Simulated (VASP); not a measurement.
# CaO (Fm-3m) in VASP: settings compared

CaO is run at these levels: r2SCAN0, r2SCANh; tasks: single point.

All numbers are computed with VASP 6.6.1; they aren't measurements. Logs are shortened: lines on timing, memory, paths and dates and some standing lists are left out, and cuts for length are marked.

### 1 The cell of the first run

The structure is cubic, space group Fm-3m (No. 225). Conventional cell: a = 4.807 Å, b = 4.807 Å, c = 4.807 Å, α = 90.00°, β = 90.00°, γ = 90.00°. Within 3.2 Å of Ca (site symmetry m-3m) lie 6 O at 2.40 Å. Within 3.2 Å of O (site symmetry m-3m) lie 6 Ca at 2.40 Å.

### 2 Single point, r2SCAN0

POSCAR reads:

```
CaO
1.0
    0.0000000000      2.4035556960      2.4035556960
    2.4035556960      0.0000000000      2.4035556960
    2.4035556960      2.4035556960      0.0000000000
Ca O
1 1
Direct
    0.0000000000      0.0000000000      0.0000000000
    0.5000000000      0.5000000000      0.5000000000
```

INCAR.step1 reads:

```
PREC = Accurate
ENCUT = 520
EDIFF = 1E-5
ISMEAR = -1
SIGMA = 0.05
LREAL = False
LASPH = True
NELM = 100
ALGO = Normal
ISIF = 2
LWAVE = True
LCHARG = False
NBANDS = 15
GGA = PE
```

INCAR.step2 reads:

```
PREC = Accurate
ENCUT = 520
EDIFF = 1E-7
ISMEAR = -1
SIGMA = 0.05
LREAL = False
LASPH = True
NELM = 100
ALGO = Normal
ISIF = 2
LWAVE = False
LCHARG = False
METAGGA = R2SCAN
LHFCALC = True
AEXX = 0.25
LMIXTAU = True
PRECFOCK = Normal
NBANDS = 15
ISTART = 1
```

KPOINTS reads:

```
Automatic mesh
0
Gamma
  5 5 5
```

Potentials or basis: VASP PAW PBE potentials, release 64 (Ca_sv, O).

Started as:

```sh
$ cat potpaw_PBE.64/Ca_sv/POTCAR potpaw_PBE.64/O/POTCAR > POTCAR
$ cp INCAR.step1 INCAR
$ mpirun -np 1 vasp_std > vasp.out
$ cp INCAR.step2 INCAR
$ mpirun -np 1 vasp_std > vasp.out
```

OUTCAR:

```text
PREC = Accurate
   ENCUT = 520
   EDIFF = 1E-7
   ISMEAR = -1
   LREAL = False
   LASPH = True
   NELM = 100
   ISIF = 2
   METAGGA = R2SCAN
   LHFCALC = True
   AEXX = 0.25
   PRECFOCK = Normal
   ISTART = 1

 ion  position               nearest neighbor table
   1  0.000  0.000  0.000-   2 2.40   2 2.40   2 2.40   2 2.40   2 2.40   2 2.40
   2  0.500  0.500  0.500-   1 2.40   1 2.40   1 2.40   1 2.40   1 2.40   1 2.40

  LATTYP: Found a face centered cubic cell.
 ALAT       =     4.8071113920

  Lattice vectors:

 A1 = (   0.0000000000,   2.4035556960,   2.4035556960)
 A2 = (   2.4035556960,   0.0000000000,   2.4035556960)
 A3 = (   2.4035556960,   2.4035556960,   0.0000000000)

Analysis of symmetry for initial positions (statically):
=====================================================================
 Subroutine PRICEL returns:
 Original cell was already a primitive cell.

 Routine SETGRP: Setting up the symmetry group for a
 face centered cubic supercell.

 Subroutine GETGRP returns: Found 48 space group operations
 (whereof 48 operations were pure point group operations)
 out of a pool of 48 trial point group operations.

The static configuration has the point symmetry O_h .

Analysis of symmetry for dynamics (positions and initial velocities):
=====================================================================
 Subroutine PRICEL returns:
 Original cell was already a primitive cell.

 Routine SETGRP: Setting up the symmetry group for a
 face centered cubic supercell.

 Subroutine GETGRP returns: Found 48 space group operations
 (whereof 48 operations were pure point group operations)
 out of a pool of 48 trial point group operations.

The dynamic configuration has the point symmetry O_h .

 Subroutine INISYM returns: Found 48 space group operations
 (whereof 48 operations are pure point group operations),
 and found     1 'primitive' translations

----------------------------------------------------------------------------------------

                                     Primitive cell

  volume of cell :      27.7711

  direct lattice vectors                    reciprocal lattice vectors
     0.000000000  2.403555696  2.403555696    -0.208025136  0.208025136  0.208025136
     2.403555696  0.000000000  2.403555696     0.208025136 -0.208025136  0.208025136
     2.403555696  2.403555696  0.000000000     0.208025136  0.208025136 -0.208025136

  length of vectors
     3.399141063  3.399141063  3.399141063     0.360310104  0.360310104  0.360310104

  position of ions in fractional coordinates (direct lattice)
     0.000000000  0.000000000  0.000000000
     0.500000000  0.500000000  0.500000000

  ion indices of the primitive-cell ions
   primitive index   ion index
                 1           1
                 2           2

----------------------------------------------------------------------------------------

 KPOINTS: Automatic mesh

Automatic generation of k-mesh.
 Grid dimensions read from file:
 generate k-points for:    5    5    5

 Generating k-lattice:

  Cartesian coordinates                     Fractional coordinates (reciprocal lattice)
    -0.041605027  0.041605027  0.041605027     0.200000000  0.000000000  0.000000000
     0.041605027 -0.041605027  0.041605027     0.000000000  0.200000000  0.000000000
     0.041605027  0.041605027 -0.041605027     0.000000000  0.000000000  0.200000000

  Length of vectors
     0.072062021  0.072062021  0.072062021

  Shift w.r.t. Gamma in fractional coordinates (k-lattice)
     0.000000000  0.000000000  0.000000000

 Subroutine IBZKPT returns following result:
 ===========================================

 Found     10 irreducible k-points:

 Following reciprocal coordinates:
            Coordinates               Weight
  0.000000  0.000000  0.000000      1.000000
  0.200000  0.000000  0.000000      8.000000
  0.400000  0.000000  0.000000      8.000000
  0.200000  0.200000  0.000000      6.000000
  0.400000  0.200000  0.000000     24.000000
 -0.400000  0.200000  0.000000     24.000000
 -0.200000  0.200000  0.000000     12.000000
  0.400000  0.400000  0.000000      6.000000
 -0.400000  0.400000  0.000000     12.000000
 -0.400000  0.400000  0.200000     24.000000
   k-points           NKPTS =     10   k-points in BZ     NKDIM =    125   number of bands    NBANDS=     15
   number of dos      NEDOS =    301   number of ions     NIONS =      2
   total plane-waves  NPLWV =  21952
   dimension x,y,z NGX =    28 NGY =   28 NGZ =   28
   dimension x,y,z NGXF=    56 NGYF=   56 NGZF=   56
   ions per type =               1   1
   NGX,Y,Z   is equivalent  to a cutoff of  13.69, 13.69, 13.69 a.u.
   NGXF,Y,Z  is equivalent  to a cutoff of  27.39, 27.39, 27.39 a.u.
 SYSTEM =  unknown system
   PREC   = accura    normal or accurate (medium, high low for compatibility)
   ISTART =      1    job   : 0-new  1-cont  2-samecut
   ICHARG =      0    charge: 1-file 2-atom 10-const
   ISPIN  =      1    spin polarized calculation?
   LNONCOLLINEAR =      F non collinear calculations
   LSORBIT =      F    spin-orbit coupling
   LASPH  =      T    aspherical Exc in radial PAW
   ENCUT  =  520.0 eV  38.22 Ry    6.18 a.u.   6.32  6.32  6.32*2*pi/ulx,y,z
   NELM   =    100;   NELMIN=  2; NELMDL=  0     # of ELM steps
   EDIFF  = 0.1E-06   stopping-criterion for ELM
   LREAL  =      F    real-space projection
   EDIFFG = 0.1E-05   stopping-criterion for IOM
   NSW    =      0    number of steps for IOM
   IBRION =     -1    ionic relax: 0-MD 1-quasi-New 2-CG
   NFREE  =      0    steps in history (QN), initial steepest desc. (CG)
   ISIF   =      2    stress and relaxation
   ISYM   =      3    0-nonsym 1-usesym 2-fastsym
   POTIM  = 0.5000    time-step for ionic-motion
   TEBEG  =    0.0;   TEEND  =   0.0 temperature during run
   PSTRESS=    0.0 pullay stress
   NELECT =      16.0000    total number of electrons
   NUPDOWN=      -1.0000    fix difference up-down
   EMIN   =  10.00;   EMAX   =-10.00  energy-range for DOS
   EFERMI =   0.00;   METHOD = LEGACY
   ISMEAR =    -1;   SIGMA  =   0.05  broadening in eV -4-tet -1-fermi 0-gaus
   EFERMI_NEDOS =   21; number of points for ismear=-14 and -15
   IALGO  =     38    algorithm
   IMIX   =      1    mixing-type and parameters
     AMIX     =   0.40;   BMIX     =  1.00
     AMIX_MAG =   1.60;   BMIX_MAG =  1.00
  volume/ion in A,a.u.               =      13.89        93.70
  Fermi-wavevector in a.u.,A,eV,Ry     =   1.362231  2.574243 25.247954  1.855672
  Thomas-Fermi vector in A             =   2.488738
   LORBIT       =      0    0 simple, 1 ext, 2 COOP (PROOUT), +10 PAW based schemes
   METAGGA = R2SCAN    functional components
   LHFCALC =     T    Hartree Fock is set to
   PRECFOCK=normal    Normal, Fast or Accurate (Low or Medium for compatibility)
   ENCUT4O =  -1.0   cutoff for four orbital integrals eV
   NKREDX  =     1    reduce k-point grid by
   NKREDY  =     1    reduce k-point grid by
   NKREDZ  =     1    reduce k-point grid by
   AEXX    =    0.2500 exact exchange contribution
   HFSCREEN=    0.0000 screening length (either q_TF or 0.3 A-1)
   HFSCREENC=   0.0000 screening length for correlation (either q_TF or 0.3 A-1)
   ENCUTFOCK=  -1.0 apply spherical cutoff to Coloumb kernel
   IVDW    =     0    specifies the selected vdW correction
   LEPSILON=     F    determine dielectric tensor
   LRPA    =     F    only Hartree local field effects (RPA)
 non-spin polarized calculation
  energy-cutoff  :      520.00
  volume of cell :       27.77
 maximum number of plane-waves:       763
 NGX is ok and might be reduce to    28
  NGX = 20; NGY = 20; NGZ = 20

 number of electron      15.9999997 magnetization

 Free energy of the ion-electron system (eV)
  ---------------------------------------------------
  ext. energy  EPLUGINS =         0.00000000
  ---------------------------------------------------
  free energy    TOTEN  =       -20.48651275 eV

  energy without entropy =      -20.48651275  energy(sigma->0) =      -20.48651275

 E-fermi :   1.7610     XC(G=0):  -8.6255

 val. band max:        0.6472567621   @ k =   0.0000   0.0000   0.0000
 cond. band min:       7.2808212343   @ k =   0.4000   0.4000   0.0000
 fundamental gap:      6.6335644722
 Fermi energy:         1.7609841054

 k-point     1 :       0.0000    0.0000    0.0000
  band No.  band energies     occupation
      1     -40.4653      2.00000
      2     -19.1743      2.00000
      3     -19.1743      2.00000
      4     -19.1743      2.00000
      5     -17.0059      2.00000
      6       0.6473      2.00000
      7       0.6473      2.00000
      8       0.6473      2.00000
      9       8.0803      0.00000
     10      10.0473      0.00000
     11      10.0473      0.00000
     12      10.0473      0.00000
     13      11.7622      0.00000
     14      11.7622      0.00000
     15      18.5076      0.00000

 k-point     2 :       0.2000    0.0000    0.0000
  band No.  band energies     occupation
      1     -40.4290      2.00000
      2     -19.7787      2.00000
      3     -19.1915      2.00000
      4     -19.1915      2.00000
      5     -16.3669      2.00000
      6      -0.5246      2.00000
      7       0.1600      2.00000
      8       0.1600      2.00000
      9       9.6202      0.00000
     10      10.0033      0.00000
     11      10.7749      0.00000
     12      10.7749      0.00000
     13      12.7145      0.00000
     14      12.7145      0.00000
     15      19.8901      0.00000
[... 113 lines left out ...]
      3     -19.7377      2.00000
      4     -19.3695      2.00000
      5     -16.3986      2.00000
      6      -0.7274      2.00000
      7      -0.4980      2.00000
      8      -0.0734      2.00000
      9       8.1792      0.00000
     10      12.3732      0.00000
     11      12.5415      0.00000
     12      13.4947      0.00000
     13      13.7590      0.00000
     14      16.7052      0.00000
     15      17.6113      0.00000

 k-point    10 :      -0.4000    0.4000    0.2000
  band No.  band energies     occupation
      1     -40.3355      2.00000
      2     -19.9815      2.00000
      3     -19.5251      2.00000
      4     -19.4226      2.00000
      5     -16.1487      2.00000
      6      -1.0821      2.00000
      7      -0.4737      2.00000
      8      -0.3125      2.00000
      9       9.2732      0.00000
     10      11.0590      0.00000
     11      12.5852      0.00000
     12      13.4724      0.00000
     13      14.2556      0.00000
     14      16.6431      0.00000
     15      18.4785      0.00000

------------------------ aborting loop because EDIFF is reached ----------------------------------------

  FORCE on cell =-STRESS in cart. coord.  units (eV):
  Direction    XX          YY          ZZ          XY          YZ          ZX
  --------------------------------------------------------------------------------------
  -------------------------------------------------------------------------------------
  Total       -0.1866450     -0.1866450     -0.1866450     -0.0000000     -0.0000000      0.0000000
  in kB      -10.7679839    -10.7679839    -10.7679839     -0.0000000     -0.0000000      0.0000000
  external PRESSURE =     -10.7679839 kB  Pullay stress =       0.0000000 kB

 VOLUME and BASIS-vectors are now :
 -----------------------------------------------------------------------------
  energy-cutoff  :      520.00
  volume of cell :       27.77
      direct lattice vectors                 reciprocal lattice vectors
     0.000000000  2.403555696  2.403555696    -0.208025136  0.208025136  0.208025136
     2.403555696  0.000000000  2.403555696     0.208025136 -0.208025136  0.208025136
     2.403555696  2.403555696  0.000000000     0.208025136  0.208025136 -0.208025136

 POSITION                                       TOTAL-FORCE (eV/Angst)
 -----------------------------------------------------------------------------------
      0.00000      0.00000      0.00000        -0.000000     -0.000000     -0.000000
      2.40356      2.40356      2.40356         0.000000      0.000000      0.000000
 -----------------------------------------------------------------------------------
    total drift:                                0.000000     -0.000000      0.000000

  FREE ENERGIE OF THE ION-ELECTRON SYSTEM (eV)
  ---------------------------------------------------
  free  energy   TOTEN  =       -20.4865127547 eV

  energy  without entropy=      -20.4865127546  energy(sigma->0) =      -20.48651275
```

Wall time 14 min (1 thread of Intel Xeon Platinum 8259CL at 2.50GHz (Skylake/Cascade Lake), shared host); peak memory 0.17 GiB.

What came out:

| Item | Value |
| --- | --- |
| Free energy | -20.4865 eV |
| Pressure | -1.1 GPa |
| Band gap on the k mesh | 6.63 eV (least direct gap 7.05 eV) |

Caveat: the k points lie up to 0.45 Å⁻¹ apart; the PAW data sets were made with another functional, which shifts forces and pressure a little; an odd mesh through Γ misses points on the zone boundary, where band edges can lie.

### 3 Single point, r2SCANh

POSCAR is that of step 2.

INCAR.step1 reads:

```
SYSTEM = CaO
PREC     = Accurate       ! precision mode
ENCUT    = 520            ! plane-wave cutoff, eV
EDIFF    = 1E-5           ! SCF threshold, eV
ISMEAR   = -1             ! smearing method
SIGMA    = 0.05           ! smearing width, eV
LREAL    = .False.        ! projectors in reciprocal space
LASPH    = .True.         ! aspherical terms in the spheres
NELM     = 100            ! most SCF steps
ALGO     = Normal         ! electronic algorithm
ISIF     = 2              ! what is computed and relaxed
LWAVE    = .True.         ! write WAVECAR
NBANDS   = 15             ! bands
GGA      = PE             ! functional
```

INCAR.step2 reads:

```
SYSTEM = CaO
PREC     = Accurate       ! precision mode
ENCUT    = 520            ! plane-wave cutoff, eV
EDIFF    = 1E-6           ! SCF threshold, eV
ISMEAR   = -1             ! smearing method
SIGMA    = 0.05           ! smearing width, eV
LREAL    = .False.        ! projectors in reciprocal space
LASPH    = .True.         ! aspherical terms in the spheres
NELM     = 100            ! most SCF steps
ALGO     = Normal         ! electronic algorithm
ISIF     = 2              ! what is computed and relaxed
LWAVE    = .False.        ! write WAVECAR
LCHARG   = .True.         ! write CHGCAR
METAGGA  = R2SCAN         ! meta-GGA
LHFCALC  = .True.         ! exact exchange
AEXX     = 0.1            ! exact-exchange fraction
LMIXTAU  = .True.       
PRECFOCK = Normal       
LELF     = .True.         ! ELF
LVHAR    = .True.       
NBANDS   = 15             ! bands
ISTART   = 1
```

KPOINTS reads:

```
regular mesh
0
Gamma
  5 5 5
  0 0 0
```

Potentials or basis: VASP PAW PBE potentials, release 64 (Ca_sv, O).

Started as:

```sh
$ cat potpaw_PBE.64/Ca_sv/POTCAR potpaw_PBE.64/O/POTCAR > POTCAR
$ cp INCAR.step1 INCAR
$ mpirun -np 1 vasp_std > vasp.out
$ cp INCAR.step2 INCAR
$ mpirun -np 1 vasp_std > vasp.out
```

It took 9.6 min on 1 thread of Intel Xeon Platinum 8259CL at 2.50GHz (Skylake/Cascade Lake), shared host; peak memory 0.17 GiB.

The run converged. Its results:

| Item | Value |
| --- | --- |
| Free energy | -19.8575 eV |
| Pressure | -0.3 GPa |
| Band gap on the k mesh | 5.27 eV (least direct gap 5.66 eV) |

Levels at points of the mesh, in eV from the valence-band top:
| k point | band 6 | band 7 | band 8 | band 9 | band 10 | band 11 |
| --- | --- | --- | --- | --- | --- | --- |
| (0.00, 0.00, 0.00) | 0.00 | 0.00 | 0.00 | 6.22 | 7.86 | 7.86 |

Caveat: the k points lie up to 0.45 Å⁻¹ apart; the PAW data sets were made with another functional, which shifts forces and pressure a little; an odd mesh through Γ misses points on the zone boundary, where band edges can lie.
